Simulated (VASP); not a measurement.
# Co in VASP: further runs, part 2 of 2

VASP 6.6.1.

**5. Single point, RPBE+D4, collinear spin, ferromagnetic start**

This run uses another cell than the first one, of 10.61 Å³/atom.

INCAR reads:

```
SYSTEM = Co
  ALGO = Normal
  EDIFF = 1E-6
  ENCUT = 520
  GGA = RP
  ISIF = 2
  ISMEAR = -1
  ISPIN = 2
  IVDW = 13
  LASPH = .TRUE.
  LCHARG = .FALSE.
  LMAXMIX = 4
  LORBIT = 11
  LREAL = .FALSE.
  LWAVE = .FALSE.
  MAGMOM = 2 2 2 2
  NBANDS = 30
  NELM = 150
  PREC = Accurate
  SIGMA = 0.05
```

KPOINTS reads:

```
k-points
0
G
  12 12 4
  0 0 0
```

POSCAR reads:

```
Co
1.0
    2.4743135985      0.0000000000      0.0000000000
   -1.2371567993      2.1428184332      0.0000000000
    0.0000000000      0.0000000000      8.0050245001
Co
4
Direct
    0.6666666667      0.3333333333      0.7500000000
    0.0000000000      0.0000000000      0.5000000000
    0.3333333333      0.6666666667      0.2500000000
    0.0000000000      0.0000000000      0.0000000000
```

Potentials or basis: VASP PAW PBE potentials, release 64 (Co).

Started as:

```bash
> cat potpaw_PBE.64/Co/POTCAR > POTCAR
> mpirun -np 1 vasp_std > vasp.out
```

OUTCAR:

```text
SYSTEM = Co
   EDIFF = 1E-6
   ENCUT = 520
   GGA = RP
   ISIF = 2
   ISMEAR = -1
   ISPIN = 2
   IVDW = 13
   LASPH = .TRUE.
   LORBIT = 11
   LREAL = .FALSE.
   NELM = 150
   PREC = Accurate

 ion  position               nearest neighbor table
   1  0.667  0.333  0.750-   2 2.46   4 2.46   2 2.46   4 2.46   2 2.46   4 2.46
   2  0.000  0.000  0.500-   1 2.46   3 2.46   3 2.46   1 2.46   1 2.46   3 2.46
   3  0.333  0.667  0.250-   2 2.46   4 2.46   2 2.46   4 2.46   2 2.46   4 2.46
   4  0.000  0.000  0.000-   1 2.46   3 2.46   3 2.46   1 2.46   1 2.46   3 2.46

  LATTYP: Found a hexagonal cell.
 ALAT       =     2.4743135985
 C/A-ratio  =     3.2352505782

  Lattice vectors:

 A1 = (   2.4743135985,   0.0000000000,   0.0000000000)
 A2 = (  -1.2371567993,   2.1428184332,   0.0000000000)
 A3 = (   0.0000000000,   0.0000000000,   8.0050245001)

Analysis of symmetry for initial positions (statically):
=====================================================================
 Subroutine PRICEL returns:
 Original cell was already a primitive cell.

[... 1793 lines left out ...]

  FORCE on cell =-STRESS in cart. coord.  units (eV):
  Direction    XX          YY          ZZ          XY          YZ          ZX
  --------------------------------------------------------------------------------------
  -------------------------------------------------------------------------------------
  Total      -0.22932    -0.22932    -0.25262     0.00000    -0.00000     0.00000
  in kB      -8.65667    -8.65667    -9.53612     0.00000    -0.00000     0.00000
  external pressure =       -8.95 kB  Pullay stress =        0.00 kB

 VOLUME and BASIS-vectors are now :
 -----------------------------------------------------------------------------
  energy-cutoff  :      520.00
  volume of cell :       42.44
      direct lattice vectors                 reciprocal lattice vectors
     2.474313599  0.000000000  0.000000000     0.404152489  0.233337548  0.000000000
    -1.237156799  2.142818433  0.000000000     0.000000000  0.466675097  0.000000000
     0.000000000  0.000000000  8.005024500     0.000000000  0.000000000  0.124921541

 POSITION                                       TOTAL-FORCE (eV/Angst)
 -----------------------------------------------------------------------------------
      1.23716      0.71427      6.00377         0.000000      0.000000     -0.000000
      0.00000      0.00000      4.00251        -0.000000     -0.000000      0.000000
     -0.00000      1.42855      2.00126        -0.000000     -0.000000      0.000000
      0.00000      0.00000      0.00000        -0.000000     -0.000000      0.000000
 -----------------------------------------------------------------------------------
    total drift:                                0.000000     -0.000000      0.000000

  FREE ENERGIE OF THE ION-ELECTRON SYSTEM (eV)
  ---------------------------------------------------
  free  energy   TOTEN  =       -29.4031981069 eV

  energy  without entropy=      -29.3714212397  energy(sigma->0) =      -29.38730967

 total charge

# of ion       s       p       d       tot
------------------------------------------
    1        0.502   0.547   7.266   8.315
    2        0.503   0.543   7.274   8.320
    3        0.502   0.547   7.266   8.315
    4        0.503   0.543   7.274   8.320
--------------------------------------------------
tot          2.010   2.181  29.080  33.272

 magnetization (x)

# of ion       s       p       d       tot
------------------------------------------
    1       -0.014  -0.056   1.744   1.674
    2       -0.014  -0.053   1.722   1.655
    3       -0.014  -0.056   1.744   1.674
    4       -0.014  -0.053   1.722   1.655
--------------------------------------------------
tot         -0.056  -0.218   6.932   6.658
```

stdout:

```text
POSCAR found type information on POSCAR Co
 POSCAR found :  1 types and       4 ions
 scaLAPACK will be used
 -----------------------------------------------------------------------------
|                                                                             |
|                                                                             |
|     You enforced a specific xc type in the INCAR file but a different       |
|     I HOPE YOU KNOW WHAT YOU ARE DOING!                                     |
|                                                                             |
 -----------------------------------------------------------------------------

 LDA part: xc-table for (Slater+PW92), standard interpolation
 POSCAR, INCAR and KPOINTS ok, starting setup
 FFT: planning ... GRIDC
 FFT: planning ... GRID_SOFT
 FFT: planning ... GRID
 WAVECAR not read
 entering main loop
```

Run time: 93 s. Hardware: 1 thread of Intel Xeon Platinum 8559C (Emerald Rapids), shared host; peak memory 0.22 GiB.

Results:

| Property | Result |
| --- | --- |
| Free energy | -29.4032 eV |
| Pressure | -0.9 GPa |
| Net moment | 6.59 μB per cell |
| Site moments | Co +1.67, +1.66 (each value once) μB |
| Valence electrons inside the program's atomic spheres | Co 8.31, 8.32 (each value once) |
| Dispersion energy per atom | -0.856 eV |

Caveat: the PAW data sets were made with another functional, which shifts forces and pressure a little.

**6. Single point, PBE+D4, collinear spin, ferromagnetic start**

This run uses another cell than the first one, of 10.26 Å³/atom.

INCAR reads:

```
  PREC = Accurate
  ENCUT = 600
  EDIFF = 1E-6
  ISMEAR = -1
  SIGMA = 0.05
  LREAL = F
  LASPH = T
  NELM = 200
  ALGO = Normal
  ISIF = 2
  LWAVE = F
  LCHARG = F
  ISPIN = 2
  MAGMOM = 2 2 2 2
  LORBIT = 11
  LMAXMIX = 4
  GGA = PE
  IVDW = 13
  NBANDS = 46
  GGA_COMPAT = F
```

KPOINTS reads:

```
Automatic mesh
0
Gamma
  12 12 4
```

POSCAR reads:

```
Co
1.0
    2.4371717178      0.0000000000      0.0000000000
   -1.2185858589      2.1106526210      0.0000000000
    0.0000000000      0.0000000000      7.9789199430
Co
4
Direct
    0.6666666667      0.3333333333      0.7500000000
    0.0000000000      0.0000000000      0.5000000000
    0.3333333333      0.6666666667      0.2500000000
    0.0000000000      0.0000000000      0.0000000000
```

Potentials or basis: VASP PAW PBE potentials, release 64 (Co_sv).

Started as:

```bash
> cat potpaw_PBE.64/Co_sv/POTCAR > POTCAR
> mpirun -np 1 vasp_std > vasp.out
```

OUTCAR:

```text
PREC = Accurate
   ENCUT = 600
   EDIFF = 1E-6
   ISMEAR = -1
   LREAL = F
   LASPH = T
   NELM = 200
   ISIF = 2
   ISPIN = 2
   LORBIT = 11
   GGA = PE
   IVDW = 13

 ion  position               nearest neighbor table
   1  0.667  0.333  0.750-   2 2.44   4 2.44   2 2.44   4 2.44   2 2.44   4 2.44
   2  0.000  0.000  0.500-   1 2.44   3 2.44   1 2.44   3 2.44   1 2.44   3 2.44
   3  0.333  0.667  0.250-   2 2.44   4 2.44   2 2.44   4 2.44   2 2.44   4 2.44
   4  0.000  0.000  0.000-   1 2.44   3 2.44   1 2.44   3 2.44   1 2.44   3 2.44

  LATTYP: Found a hexagonal cell.
 ALAT       =     2.4371717178
 C/A-ratio  =     3.2738439744

  Lattice vectors:

 A1 = (   2.4371717178,   0.0000000000,   0.0000000000)
 A2 = (  -1.2185858589,   2.1106526210,   0.0000000000)
 A3 = (   0.0000000000,   0.0000000000,   7.9789199430)

Analysis of symmetry for initial positions (statically):
=====================================================================
 Subroutine PRICEL returns:
 Original cell was already a primitive cell.

 Routine SETGRP: Setting up the symmetry group for a
 hexagonal supercell.

 Subroutine GETGRP returns: Found 24 space group operations
 (whereof 12 operations were pure point group operations)
 out of a pool of 24 trial point group operations.

The static configuration has the point symmetry D_3d.
 The point group associated with its full space group is D_6h.

Analysis of symmetry for dynamics (positions and initial velocities):
=====================================================================
 Subroutine PRICEL returns:
 Original cell was already a primitive cell.

 Routine SETGRP: Setting up the symmetry group for a
 hexagonal supercell.

 Subroutine GETGRP returns: Found 24 space group operations
 (whereof 12 operations were pure point group operations)
 out of a pool of 24 trial point group operations.

[... 165 lines left out ...]

  energy without entropy =      -28.31468920  energy(sigma->0) =      -28.33209433

 E-fermi :  12.9896     XC(G=0): -14.2598

 val. band max:       12.9875728554   @ k =   0.2500   0.0833   0.0000
 cond. band min:      12.9904467849   @ k =   0.0833  -0.0000   0.2500
 fundamental gap:      0.0028739295
 Fermi energy:        12.9896371207

 spin component 1

 k-point     1 :       0.0000    0.0000    0.0000
  band No.  band energies     occupation
      1     -83.2060      1.00000
      2     -83.1863      1.00000
      3     -83.1465      1.00000
      4     -83.1266      1.00000
      5     -46.6284      1.00000
      6     -46.4726      1.00000
[... 1165 lines left out ...]
     45      28.1286      0.00000
     46      28.9915      0.00000

 [... further k-points ...]

 spin component 2

 k-point     1 :       0.0000    0.0000    0.0000
  band No.  band energies     occupation
      1     -81.1642      1.00000
      2     -81.1318      1.00000
      3     -81.1225      1.00000
      4     -81.0900      1.00000
      5     -44.6497      1.00000
      6     -44.4544      1.00000
[... 1165 lines left out ...]
     45      28.5198      0.00000
     46      29.4202      0.00000

 [... further k-points ...]

------------------------ aborting loop because EDIFF is reached ----------------------------------------

  DFT-D4 for vdW energy calculation

  Edisp (eV):   -1.80348

  FORCE on cell =-STRESS in cart. coord.  units (eV):
  Direction    XX          YY          ZZ          XY          YZ          ZX
  --------------------------------------------------------------------------------------
  -------------------------------------------------------------------------------------
  Total       1.42307     1.42307     0.37072    -0.00000     0.00000    -0.00000
  in kB      55.55067    55.55067    14.47147    -0.00000     0.00000    -0.00000
  external pressure =       41.86 kB  Pullay stress =        0.00 kB

 VOLUME and BASIS-vectors are now :
 -----------------------------------------------------------------------------
  energy-cutoff  :      600.00
  volume of cell :       41.04
      direct lattice vectors                 reciprocal lattice vectors
     2.437171718  0.000000000  0.000000000     0.410311671  0.236893554  0.000000000
    -1.218585859  2.110652621  0.000000000     0.000000000  0.473787107  0.000000000
     0.000000000  0.000000000  7.978919943     0.000000000  0.000000000  0.125330246

 POSITION                                       TOTAL-FORCE (eV/Angst)
 -----------------------------------------------------------------------------------
      1.21859      0.70355      5.98419        -0.000000      0.000000     -0.000000
      0.00000      0.00000      3.98946         0.000000      0.000000      0.000000
     -0.00000      1.40710      1.99473         0.000000     -0.000000      0.000000
      0.00000      0.00000      0.00000         0.000000      0.000000      0.000000
 -----------------------------------------------------------------------------------
    total drift:                                0.000000     -0.000000      0.000000

  FREE ENERGIE OF THE ION-ELECTRON SYSTEM (eV)
  ---------------------------------------------------
  free  energy   TOTEN  =       -30.1529819409 eV

  energy  without entropy=      -30.1181716631  energy(sigma->0) =      -30.13557680

 total charge

# of ion       s       p       d       tot
------------------------------------------
    1        2.258   6.135   6.701  15.094
    2        2.258   6.134   6.708  15.100
    3        2.258   6.135   6.701  15.094
    4        2.258   6.134   6.708  15.100
--------------------------------------------------
tot          9.034  24.539  26.817  60.390

 magnetization (x)

# of ion       s       p       d       tot
------------------------------------------
    1       -0.004  -0.013   1.687   1.669
    2       -0.004  -0.013   1.662   1.645
    3       -0.004  -0.013   1.687   1.669
    4       -0.004  -0.013   1.662   1.645
--------------------------------------------------
tot         -0.016  -0.052   6.698   6.629
```

stdout:

```text
POSCAR found type information on POSCAR Co
 POSCAR found :  1 types and       4 ions
 scaLAPACK will be used
 LDA part: xc-table for (Slater+PW92), standard interpolation
 POSCAR, INCAR and KPOINTS ok, starting setup
 FFT: planning ... GRIDC
 FFT: planning ... GRID_SOFT
 FFT: planning ... GRID
 WAVECAR not read
 entering main loop
```

It took 4.8 min on 1 thread of Intel Xeon Platinum 8375C at 2.90GHz (Ice Lake), shared host; peak memory 0.29 GiB.

What came out:

```
Free energy                                           : -30.1530 eV
Pressure                                              : 4.2 GPa
Net moment                                            : 6.40 μB per cell
Site moments                                          : Co +1.67, +1.65 (each value once) μB
Valence electrons inside the program's atomic spheres : Co 15.09, 15.10 (each value once)
Dispersion energy per atom                            : -0.451 eV
```

Levels at points of the mesh, in eV from the Fermi level:
Spin up:
| k point | band 33 | band 34 | band 35 | band 36 | band 37 | band 38 | band 39 | band 40 | band 41 | band 42 |
| --- | --- | --- | --- | --- | --- | --- | --- | --- | --- | --- |
| (0.00, 0.00, 0.00) | -1.83 | -1.48 | -1.48 | -1.14 | -1.14 | -0.72 | -0.72 | -0.41 | 6.59 | 15.19 |
| (0.50, 0.00, 0.00) | -0.55 | -0.46 | -0.45 | -0.43 | 0.21 | 1.35 | 2.63 | 3.27 | 7.39 | 7.41 |
| (0.00, 0.00, 0.50) | -1.64 | -1.64 | -1.64 | -1.64 | -0.90 | -0.90 | -0.90 | -0.90 | 9.60 | 9.60 |
| (0.50, 0.00, 0.50) | -0.60 | -0.60 | -0.47 | -0.47 | 1.32 | 1.32 | 2.93 | 2.93 | 7.71 | 7.71 |
Spin down:
| k point | band 28 | band 29 | band 30 | band 31 | band 32 | band 33 |
| --- | --- | --- | --- | --- | --- | --- |
| (0.00, 0.00, 0.00) | -0.93 | -0.93 | -0.88 | -0.88 | -0.44 | 0.05 |
| (0.50, 0.00, 0.00) | -0.12 | -0.08 | 0.46 | 1.27 | 1.30 | 1.30 |
| (0.00, 0.00, 0.50) | -1.15 | -1.03 | -1.03 | -1.03 | -1.03 | 0.24 |
| (0.50, 0.00, 0.50) | -0.93 | -0.28 | -0.28 | 0.87 | 0.87 | 1.29 |

Caveat: the cell stands under pressure.

**7. Overview**

| level | potentials or basis | cell | k mesh | cutoff (eV) | smearing | gap on the mesh (eV) | pressure (GPa) | moment (μB) |
| --- | --- | --- | --- | --- | --- | --- | --- | --- |
| PBE | VASP PAW PBE potentials, release 64 (Co) | a = 2.471, b = 2.471, c = 8.088 Å, angles 90.0, 90.0, 120.0°, 4 atoms, atomic positions A | 9 × 9 × 3 | 520 | methfessel-paxton 0.05 eV | none | 2.7 | 6.24 |
| RPBE+D3(BJ) | VASP PAW PBE potentials, release 64 (Co) | a = 2.405, b = 2.405, c = 7.797 Å, angles 90.0, 90.0, 120.0°, 4 atoms, atomic positions B | 12 × 12 × 4 | 520 | fermi-dirac 0.05 eV | none | -1.4 | 6.18 |
| revPBE+D3(BJ) | VASP PAW PBE potentials, release 64 (Co) | a = 2.467, b = 2.467, c = 7.979 Å, angles 90.0, 90.0, 120.0°, 4 atoms, atomic positions B | 12 × 12 × 4 | 520 | fermi-dirac 0.05 eV | none | -1.0 | 6.55 |
| RPBE+D4 | VASP PAW PBE potentials, release 64 (Co) | a = 2.474, b = 2.474, c = 8.005 Å, angles 90.0, 90.0, 120.0°, 4 atoms, atomic positions B | 12 × 12 × 4 | 520 | fermi-dirac 0.05 eV | none | -0.9 | 6.59 |
| PBE+D4 | VASP PAW PBE potentials, release 64 (Co_sv) | a = 2.437, b = 2.437, c = 7.979 Å, angles 90.0, 90.0, 120.0°, 4 atoms, atomic positions B | 12 × 12 × 4 | 600 | fermi-dirac 0.05 eV | none | 4.2 | 6.40 |

Alike in all rows: task single point; spin collinear, ferromagnetic start.

Caveats: the PAW data sets were made with another functional, which shifts forces and pressure a little (at least some runs); the cell stands under pressure (at least some runs).

Absolute energies hang on the potentials; compare differences alone.
